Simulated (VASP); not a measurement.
Wanted: the native input for a VASP 6.6.1 run.

| Item | Value |
| --- | --- |
| Task | single point |
| Functional | PBE |
| Dispersion | D3(BJ) |
| Potentials or basis | VASP PAW PBE potentials, release 64 (W_sv, S) |
| Cutoff | 520 eV |
| k mesh | 2 × 2 × 2 |
| Occupations | gaussian, width 0.01 eV |
| Spin | no spin polarisation |
| Dipole correction | no |
| Further INCAR settings | LREAL = Auto; ALGO = Normal; EDIFF = 1e-07; NBANDS = 205 |

The structure of W14S27 (a cell with a defect) lies in POSCAR:

```
W14S27
1.0
   -1.5770698836     -8.1946954965      0.0000000000
    7.8853494180      2.7315651655      0.0000000000
    0.0000000000      0.0000000000     12.1450302921
W S
14 27
Direct
    0.4761904762      0.0952380952      0.7494923922
    0.6190361330      0.5237049447      0.7501972348
    0.1905398753      0.2380834800      0.7501623394
    0.7618116689      0.9523924385      0.7501972348
    0.3333450914      0.6667421095      0.7501623394
    0.9046864619      0.3808886961      0.7501623394
    0.0477236267      0.8096169025      0.7501972348
    0.6599863125      0.3245578844      0.2519540053
    0.8095238095      0.7619047619      0.2472226011
    0.3822428134      0.4751419379      0.2491468677
    0.9500419817      0.1891857581      0.2491468677
    0.5217144290      0.9114422590      0.2519540053
    0.0962866335      0.6213865897      0.2491468677
    0.2468706871      0.0497141424      0.2519540053
    0.6166278917      0.5145241930      0.1198405919
    0.1945532900      0.2356105380      0.1208895752
    0.7550391584      0.9548006797      0.1198405919
    0.3358180334      0.6732284662      0.1208895752
    0.8982001052      0.3768752815      0.1208895752
    0.0569043785      0.8163894131      0.1198405919
    0.6669624659      0.3337180128      0.6202487572
    0.8095238095      0.7619047619      0.6205665085
    0.3809785542      0.4762758569      0.6204713348
    0.9524401599      0.1904500173      0.6204713348
    0.5238984040      0.9044661056      0.6202487572
    0.0951527145      0.6189884115      0.6204713348
    0.2377105587      0.0475301674      0.6202487572
    0.4761904762      0.0952380952      0.3845488785
    0.6217038877      0.5235078736      0.3781696099
    0.1900290495      0.2357810425      0.3787654427
    0.7589468431      0.9497246838      0.3781696099
    0.3356475289      0.6685337213      0.3787654427
    0.9028948501      0.3813995219      0.3787654427
    0.0479206979      0.8124817284      0.3781696099
    0.6660985731      0.3325106066      0.8796546347
    0.8095238095      0.7619047619      0.8799342225
    0.3809583487      0.4762248789      0.8798639038
    0.9524093874      0.1904702228      0.8798639038
    0.5235548907      0.9053299983      0.8796546347
    0.0952036925      0.6190191840      0.8798639038
    0.2389179648      0.0478736808      0.8796546347
```

This cell differs from its parent crystal: atoms taken out, then relaxed in part.

One way to write it, as run:

INCAR

```
PREC = Accurate
ENCUT = 520
EDIFF = 1E-7
ISMEAR = 0
SIGMA = 0.01
LREAL = Auto
LASPH = T
NELM = 100
ALGO = Normal
ISIF = 2
LWAVE = F
LCHARG = T
GGA = PE
IVDW = 12
LELF = T
LVHAR = T
NBANDS = 205
```

KPOINTS

```
Automatic mesh
0
Gamma
  2 2 2
```

Potentials or basis: VASP PAW PBE potentials, release 64 (W_sv, S).

Run with:

```console
$ cat potpaw_PBE.64/W_sv/POTCAR potpaw_PBE.64/S/POTCAR > POTCAR
$ mpirun -np 1 vasp_std > vasp.out
```

It gave:

- Pressure: -1.2 GPa
- Largest force: 0.015 eV/Å
- Band gap on the k mesh: 0.64 eV
- Dispersion energy per atom: -0.426 eV

Caveat: the k points lie up to 0.43 Å⁻¹ apart; the cell differs from its parent crystal (atoms taken out, then relaxed in part); spin-orbit coupling is left out, which moves the levels of the heavy elements.

It took 23 min on 1 thread of Intel(R) Xeon(R) Platinum 8259CL CPU @ 2.50GHz (Skylake/Cascade Lake) (shared host), peak memory 0.95 GiB.
